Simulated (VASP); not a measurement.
# HfB in VASP: a series of runs

Runs on HfB. Level: PBEsol. Tasks: single point.

Everything below comes from runs of VASP 6.6.1. Logs are shortened: lines on timing, memory, paths and dates and some standing lists are left out, and cuts for length are marked.

**1. The cell of the first run**

It takes space group Fm-3m (No. 225, cubic). Conventional cell: a = 4.851 Å, b = 4.851 Å, c = 4.851 Å, α = 90.00°, β = 90.00°, γ = 90.00°. Hf (site symmetry m-3m) has 6 B at 2.43 Å within 3.2 Å. B (site symmetry m-3m) has 6 Hf at 2.43 Å within 3.2 Å.

**2. Single point, PBEsol (strain +0.050 along x and y, +0.050 along z)**

INCAR reads:

```
PREC = Accurate
ENCUT = 520
EDIFF = 1E-7
ISMEAR = 0
SIGMA = 0.15
LREAL = F
LASPH = T
NELM = 80
ALGO = Normal
ISIF = 2
LWAVE = F
LCHARG = F
GGA = PS
NBANDS = 14
```

KPOINTS reads:

```
regular mesh
0
Gamma
  18 18 18
```

POSCAR reads:

```
HfB
1.0
    0.0000000000      2.4255000000      2.4255000000
    2.4255000000      0.0000000000      2.4255000000
    2.4255000000      2.4255000000      0.0000000000
Hf B
1 1
Direct
    0.5000000000      0.5000000000      0.5000000000
    0.0000000000      0.0000000000      0.0000000000
```

Potentials or basis: VASP PAW PBE potentials, release 64 (Hf_pv, B).

On the command line:

```sh
$ cat potpaw_PBE.64/Hf_pv/POTCAR potpaw_PBE.64/B/POTCAR > POTCAR
$ mpirun -np 1 vasp_std > vasp.out
```

OUTCAR:

```text
PREC = Accurate
   ENCUT = 520
   EDIFF = 1E-7
   ISMEAR = 0
   LREAL = F
   LASPH = T
   NELM = 80
   ISIF = 2
   GGA = PS

 ion  position               nearest neighbor table
   1  0.500  0.500  0.500-   2 2.43   2 2.43   2 2.43   2 2.43   2 2.43   2 2.43
   2  0.000  0.000  0.000-   1 2.43   1 2.43   1 2.43   1 2.43   1 2.43   1 2.43

  LATTYP: Found a face centered cubic cell.
 ALAT       =     4.8510000000

  Lattice vectors:

 A1 = (   0.0000000000,   2.4255000000,   2.4255000000)
 A2 = (   2.4255000000,   0.0000000000,   2.4255000000)
 A3 = (   2.4255000000,   2.4255000000,   0.0000000000)

Analysis of symmetry for initial positions (statically):
=====================================================================
 Subroutine PRICEL returns:
 Original cell was already a primitive cell.

 Routine SETGRP: Setting up the symmetry group for a
 face centered cubic supercell.

 Subroutine GETGRP returns: Found 48 space group operations
 (whereof 48 operations were pure point group operations)
 out of a pool of 48 trial point group operations.

The static configuration has the point symmetry O_h .

Analysis of symmetry for dynamics (positions and initial velocities):
=====================================================================
 Subroutine PRICEL returns:
 Original cell was already a primitive cell.

 Routine SETGRP: Setting up the symmetry group for a
 face centered cubic supercell.

 Subroutine GETGRP returns: Found 48 space group operations
 (whereof 48 operations were pure point group operations)
 out of a pool of 48 trial point group operations.

The dynamic configuration has the point symmetry O_h .

 Subroutine INISYM returns: Found 48 space group operations
 (whereof 48 operations are pure point group operations),
 and found     1 'primitive' translations

----------------------------------------------------------------------------------------

                                     Primitive cell

  volume of cell :      28.5387

  direct lattice vectors                    reciprocal lattice vectors
     0.000000000  2.425500000  2.425500000    -0.206143063  0.206143063  0.206143063
     2.425500000  0.000000000  2.425500000     0.206143063 -0.206143063  0.206143063
     2.425500000  2.425500000  0.000000000     0.206143063  0.206143063 -0.206143063

  length of vectors
     3.430174996  3.430174996  3.430174996     0.357050259  0.357050259  0.357050259

  position of ions in fractional coordinates (direct lattice)
     0.500000000  0.500000000  0.500000000
     0.000000000  0.000000000  0.000000000
[... 89 lines left out ...]
   NUPDOWN=      -1.0000    fix difference up-down
   EMIN   =  10.00;   EMAX   =-10.00  energy-range for DOS
   EFERMI =   0.00;   METHOD = LEGACY
   ISMEAR =     0;   SIGMA  =   0.15  broadening in eV -4-tet -1-fermi 0-gaus
   EFERMI_NEDOS =   21; number of points for ismear=-14 and -15
   IALGO  =     38    algorithm
   IMIX   =      4    mixing-type and parameters
     AMIX     =   0.40;   BMIX     =  1.00
     AMIX_MAG =   1.60;   BMIX_MAG =  1.00
  volume/ion in A,a.u.               =      14.27        96.29
  Fermi-wavevector in a.u.,A,eV,Ry     =   1.259635  2.380365 21.588092  1.586680
  Thomas-Fermi vector in A             =   2.393185
   LORBIT       =      0    0 simple, 1 ext, 2 COOP (PROOUT), +10 PAW based schemes
   GGA     = PS    functional components
   LHFCALC =     F    Hartree Fock is set to
   AEXX    =    0.0000 exact exchange contribution
   IVDW    =     0    specifies the selected vdW correction
   LEPSILON=     F    determine dielectric tensor
   LRPA    =     F    only Hartree local field effects (RPA)
 non-spin polarized calculation
 Gauss-broadening in eV      SIGMA  =   0.15
  energy-cutoff  :      520.00
  volume of cell :       28.54
 maximum number of plane-waves:       779
 NGX is ok and might be reduce to    28
   NGX = 13   NGY = 13   NGZ = 13

 number of electron      13.0000001 magnetization

 Free energy of the ion-electron system (eV)
  ---------------------------------------------------
  ext. energy  EPLUGINS =         0.00000000
  ---------------------------------------------------
  free energy    TOTEN  =       -18.39203137 eV

  energy without entropy =      -18.37871533  energy(sigma->0) =      -18.38537335

 E-fermi :   4.1105     XC(G=0): -11.7226

 val. band max:        4.1062988578   @ k =   0.3889   0.1667   0.0000
 cond. band min:       4.1504147674   @ k =   0.5000   0.2778   0.0556
 fundamental gap:      0.0441159097
 Fermi energy:         4.1104609881

 k-point     1 :       0.0000    0.0000    0.0000
  band No.  band energies     occupation
      1     -24.9189      2.00000
      2     -24.9189      2.00000
      3     -24.9189      2.00000
      4      -4.9750      2.00000
      5       6.0924      0.00000
      6       6.0924      0.00000
      7       6.0924      0.00000
      8       7.6848      0.00000
      9       7.6848      0.00000
     10       7.6848      0.00000
     11       7.7509      0.00000
     12       7.7509      0.00000
     13      14.9844      0.00000
     14      15.1885      0.00000
[... 377 lines left out ...]
      1     -25.1252      2.00000
      2     -24.9569      2.00000
      3     -24.9364      2.00000
      4      -3.6040      2.00000
      5       3.2057      2.00000
      6       4.1023      1.06121
      7       4.2255      0.27823
      8       7.2516      0.00000
      9       7.9043      0.00000
     10       8.7833      0.00000
     11      11.7890      0.00000
     12      13.1125      0.00000
     13      15.9391      0.00000
     14      17.8389      0.00000

 [... further k-points ...]

------------------------ aborting loop because EDIFF is reached ----------------------------------------

  FORCE on cell =-STRESS in cart. coord.  units (eV):
  Direction    XX          YY          ZZ          XY          YZ          ZX
  --------------------------------------------------------------------------------------
  -------------------------------------------------------------------------------------
  Total       -1.1284017     -1.1284017     -1.1284017      0.0000000      0.0000000     -0.0000000
  in kB      -63.3491040    -63.3491040    -63.3491040      0.0000000      0.0000000     -0.0000000
  external PRESSURE =     -63.3491040 kB  Pullay stress =       0.0000000 kB

 VOLUME and BASIS-vectors are now :
 -----------------------------------------------------------------------------
  energy-cutoff  :      520.00
  volume of cell :       28.54
      direct lattice vectors                 reciprocal lattice vectors
     0.000000000  2.425500000  2.425500000    -0.206143063  0.206143063  0.206143063
     2.425500000  0.000000000  2.425500000     0.206143063 -0.206143063  0.206143063
     2.425500000  2.425500000  0.000000000     0.206143063  0.206143063 -0.206143063

 POSITION                                       TOTAL-FORCE (eV/Angst)
 -----------------------------------------------------------------------------------
      2.42550      2.42550      2.42550         0.000000      0.000000      0.000000
      0.00000      0.00000      0.00000         0.000000     -0.000000     -0.000000
 -----------------------------------------------------------------------------------
    total drift:                                0.000000      0.000000      0.000000

  FREE ENERGIE OF THE ION-ELECTRON SYSTEM (eV)
  ---------------------------------------------------
  free  energy   TOTEN  =       -18.3920313749 eV

  energy  without entropy=      -18.3787153281  energy(sigma->0) =      -18.38537335
```

stdout:

```text
POSCAR found type information on POSCAR HfB
 POSCAR found :  2 types and       2 ions
 scaLAPACK will be used
 -----------------------------------------------------------------------------
|                                                                             |
|                                                                             |
|     You enforced a specific xc type in the INCAR file but a different       |
|     I HOPE YOU KNOW WHAT YOU ARE DOING!                                     |
|                                                                             |
 -----------------------------------------------------------------------------

 LDA part: xc-table for (Slater+PW92), standard interpolation
 POSCAR, INCAR and KPOINTS ok, starting setup
 FFT: planning ... GRIDC
 FFT: planning ... GRID_SOFT
 FFT: planning ... GRID
 WAVECAR not read
 entering main loop
```

Run time: 59 s. Hardware: 1 thread of AMD EPYC 7R13 (Zen 3), shared host; peak memory 0.18 GiB.

What came out:

```yaml
Free_energy: -18.3920 eV
Pressure: -6.3 GPa
```

Levels at points of the mesh, in eV from the Fermi level:
| k point | band 3 | band 4 | band 5 | band 6 | band 7 | band 8 | band 9 | band 10 | band 11 | band 12 |
| --- | --- | --- | --- | --- | --- | --- | --- | --- | --- | --- |
| (0.00, 0.00, 0.00) | -29.03 | -9.09 | 1.98 | 1.98 | 1.98 | 3.57 | 3.57 | 3.57 | 3.64 | 3.64 |
| (0.50, 0.00, 0.00) | -29.08 | -4.61 | -4.45 | -1.14 | -1.14 | 5.55 | 5.55 | 6.35 | 7.64 | 12.52 |
| (0.50, 0.50, 0.00) | -29.18 | -6.32 | -1.26 | -0.81 | 1.93 | 1.93 | 5.30 | 6.65 | 6.65 | 7.50 |

Caveat: the cell differs from its parent crystal (strain +0.050 along x and y, +0.050 along z); the PAW data sets were made with another functional, which shifts forces and pressure a little; spin-orbit coupling is left out, which moves the levels of the heavy elements.

**3. Single point, PBEsol (strain -0.025 along x and y, +0.050 along z)**

Changes to INCAR since step 2:

```diff
@@ -2,3 +2,3 @@
 ENCUT = 520
-EDIFF = 1E-7
+EDIFF = 1E-6
 ISMEAR = 0
```

KPOINTS is that of step 2.

POSCAR reads:

```
HfB
1.0
    0.0000000000      2.2522500000      2.4255000000
    2.2522500000      0.0000000000      2.4255000000
    2.2522500000      2.2522500000      0.0000000000
Hf B
1 1
Direct
    0.5000000000      0.5000000000      0.5000000000
    0.0000000000      0.0000000000      0.0000000000
```

Potentials or basis: VASP PAW PBE potentials, release 64 (Hf_pv, B).

On the command line:

```sh
$ cat potpaw_PBE.64/Hf_pv/POTCAR potpaw_PBE.64/B/POTCAR > POTCAR
$ mpirun -np 1 vasp_std > vasp.out
```

Run time: 1.9 min. Hardware: 1 thread of AMD EPYC 7R13 (Zen 3), shared host; peak memory 0.26 GiB.

Results (log left out):

- Free energy: -18.0637 eV
- Pressure: 27.0 GPa

Stress tensor (GPa, compression positive):
```
39.32  0.00  0.00
 0.00 39.32  0.00
 0.00  0.00  2.44
```

Levels at points of the mesh, in eV from the Fermi level:
| k point | band 5 | band 6 | band 7 | band 8 | band 9 | band 10 |
| --- | --- | --- | --- | --- | --- | --- |
| (0.00, 0.00, 0.00) | 1.55 | 2.47 | 2.47 | 3.53 | 3.66 | 4.18 |
| (0.50, 0.00, 0.00) | -3.95 | -1.59 | -1.30 | 6.26 | 6.79 | 7.69 |
| (0.50, 0.50, 0.00) | -1.47 | -1.10 | 2.80 | 2.80 | 6.19 | 7.84 |
| (0.50, 0.00, 0.50) | -1.18 | -0.56 | 2.07 | 2.42 | 6.08 | 7.29 |

Caveat: the cell differs from its parent crystal (strain -0.025 along x and y, +0.050 along z); the PAW data sets were made with another functional, which shifts forces and pressure a little; spin-orbit coupling is left out, which moves the levels of the heavy elements.

**4. Single point, PBEsol (strain +0.000 along x and y, +0.050 along z)**

INCAR reads:

```
SYSTEM = HfB
PREC     = Accurate       ! precision mode
ENCUT    = 520            ! plane-wave cutoff, eV
EDIFF    = 1E-6           ! SCF threshold, eV
ISMEAR   = 0              ! smearing method
SIGMA    = 0.15           ! smearing width, eV
LREAL    = .FALSE.        ! projectors in reciprocal space
LASPH    = .TRUE.         ! aspherical terms in the spheres
NELM     = 100            ! most SCF steps
ALGO     = Normal         ! electronic algorithm
ISIF     = 2              ! what is computed and relaxed
LWAVE    = .FALSE.        ! write WAVECAR
LCHARG   = .FALSE.        ! write CHGCAR
GGA      = PS             ! functional
NBANDS   = 14             ! bands
```

KPOINTS reads:

```
Automatic mesh
0
G
  18 18 18
  0 0 0
```

POSCAR reads:

```
HfB
1.0
    0.0000000000      2.3100000000      2.4255000000
    2.3100000000      0.0000000000      2.4255000000
    2.3100000000      2.3100000000      0.0000000000
Hf B
1 1
Direct
    0.5000000000      0.5000000000      0.5000000000
    0.0000000000      0.0000000000      0.0000000000
```

Potentials or basis: VASP PAW PBE potentials, release 64 (Hf_pv, B).

On the command line:

```sh
$ cat potpaw_PBE.64/Hf_pv/POTCAR potpaw_PBE.64/B/POTCAR > POTCAR
$ mpirun -np 1 vasp_std > vasp.out
```

OUTCAR:

```text
SYSTEM = HfB
   PREC = Accurate
   ENCUT = 520
   EDIFF = 1E-6
   ISMEAR = 0
   LREAL = .FALSE.
   LASPH = .TRUE.
   NELM = 100
   ISIF = 2
   GGA = PS

 ion  position               nearest neighbor table
   1  0.500  0.500  0.500-   2 2.31   2 2.31   2 2.31   2 2.31   2 2.43   2 2.43
   2  0.000  0.000  0.000-   1 2.31   1 2.31   1 2.31   1 2.31   1 2.43   1 2.43

  LATTYP: Found a body centered tetragonal cell.
 ALAT       =     3.2668333291
 C/A-ratio  =     1.4849242405

  Lattice vectors:

 A1 = (  -2.3100000000,   0.0000000000,   2.4255000000)
[... 596 lines left out ...]

  FORCE on cell =-STRESS in cart. coord.  units (eV):
  Direction    XX          YY          ZZ          XY          YZ          ZX
  --------------------------------------------------------------------------------------
  -------------------------------------------------------------------------------------
  Total        3.2468385      3.2468385     -0.1306329      0.0000000      0.0000000      0.0000000
  in kB      200.9629660    200.9629660     -8.0855191      0.0000000      0.0000000      0.0000000
  external PRESSURE =     131.2801376 kB  Pullay stress =       0.0000000 kB

 VOLUME and BASIS-vectors are now :
 -----------------------------------------------------------------------------
  energy-cutoff  :      520.00
  volume of cell :       25.89
      direct lattice vectors                 reciprocal lattice vectors
     0.000000000  2.310000000  2.425500000    -0.216450216  0.216450216  0.206143063
     2.310000000  0.000000000  2.425500000     0.216450216 -0.216450216  0.206143063
     2.310000000  2.310000000  0.000000000     0.216450216  0.216450216 -0.206143063

 POSITION                                       TOTAL-FORCE (eV/Angst)
 -----------------------------------------------------------------------------------
      2.31000      2.31000      2.42550         0.000000      0.000000      0.000000
      0.00000      0.00000      0.00000        -0.000000     -0.000000      0.000000
 -----------------------------------------------------------------------------------
    total drift:                                0.000000      0.000000      0.000000

  FREE ENERGIE OF THE ION-ELECTRON SYSTEM (eV)
  ---------------------------------------------------
  free  energy   TOTEN  =       -18.2977906253 eV

  energy  without entropy=      -18.2862304436  energy(sigma->0) =      -18.29201053
```

It took 1.9 min on 1 thread of AMD EPYC 7R13 (Zen 3), shared host; peak memory 0.26 GiB.

Results:

```yaml
Free_energy: -18.2978 eV
Pressure: 13.1 GPa
```

Levels at points of the mesh, in eV from the Fermi level:
```csv
k point,band 4,band 5,band 6,band 7,band 8,band 9,band 10,band 11
"(0.00, 0.00, 0.00)",-9.41,1.72,2.29,2.29,3.62,3.65,3.95,3.95
"(0.50, 0.00, 0.00)",-4.90,-4.16,-1.40,-1.23,6.00,6.36,7.19,8.15
"(0.50, 0.50, 0.00)",-6.68,-1.41,-0.99,2.48,2.48,5.87,7.43,7.43
"(0.50, 0.00, 0.50)",-6.54,-1.04,-0.84,2.03,2.21,5.85,7.11,7.74
```

Caveat: the cell differs from its parent crystal (strain +0.000 along x and y, +0.050 along z); the PAW data sets were made with another functional, which shifts forces and pressure a little; spin-orbit coupling is left out, which moves the levels of the heavy elements.

[end of part 1 of 2]
